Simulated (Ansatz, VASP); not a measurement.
BAs in VASP and in Ansatz

```
CELL_PARAMETERS angstrom
0.00000 2.40451 2.40451
2.40451 0.00000 2.40451
2.40451 2.40451 0.00000
ATOMIC_POSITIONS crystal
B 0.00000 0.00000 0.00000
As 0.25000 0.25000 0.25000
```

Alike in both runs: functional PBE; k mesh 7 × 7 × 7; occupations fermi-dirac, width 0.01 eV; no spin polarisation.

Ansatz relaxed the structure, and its values are those at the end. VASP's run is a single point on that final structure, the one shown.

```csv
,VASP,Ansatz
version,VASP 6.6.1,Ansatz 0.2.0
potentials or method,"VASP PAW PBE potentials, release 64 (B, As), cutoff 520 eV","plane waves, PAW"
valence electrons in the cell,8,18
```

```tsv
	VASP	Ansatz	Ansatz less VASP
pressure (GPa)	0.6	0.0	-0.60
```

The functional is the same, so the differences come from potentials, cutoffs and numerics. VASP's potentials hold 8 valence electrons a cell and Ansatz's 18, so a difference there can come from the potentials and not from the codes.
